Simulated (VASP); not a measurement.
Here is a VASP 6.6.1 calculation.

File INCAR:

```
ALGO = Normal
EDIFF = 1E-7
ENCUT = 520
GGA = PE
ISIF = 2
ISMEAR = 0
LASPH = True
LCHARG = False
LREAL = False
LWAVE = False
NBANDS = 30
NELM = 80
PREC = Accurate
SIGMA = 0.2
```

The input KPOINTS:

```
k-points
0
Gamma
  5 5 5
```

POSCAR

```
Mo3H
1.0
    3.7964347450      0.0000000000      0.0000000000
    0.0000000000      3.7964347450      0.0000000000
    0.0000000000      0.0000000000      3.7964347450
H Mo
1 3
Direct
    0.0000000000      0.0000000000      0.0000000000
    0.0000000000      0.5000000000      0.5000000000
    0.5000000000      0.0000000000      0.5000000000
    0.5000000000      0.5000000000      0.0000000000
```

Potentials or basis: VASP PAW PBE potentials, release 64 (H, Mo_sv).

The run is started by

```sh
$ cat potpaw_PBE.64/H/POTCAR potpaw_PBE.64/Mo_sv/POTCAR > POTCAR
$ mpirun -np 1 vasp_std > vasp.out
```

(1) What does it give for the pressure?

## Answers

(1) 0.4 GPa.
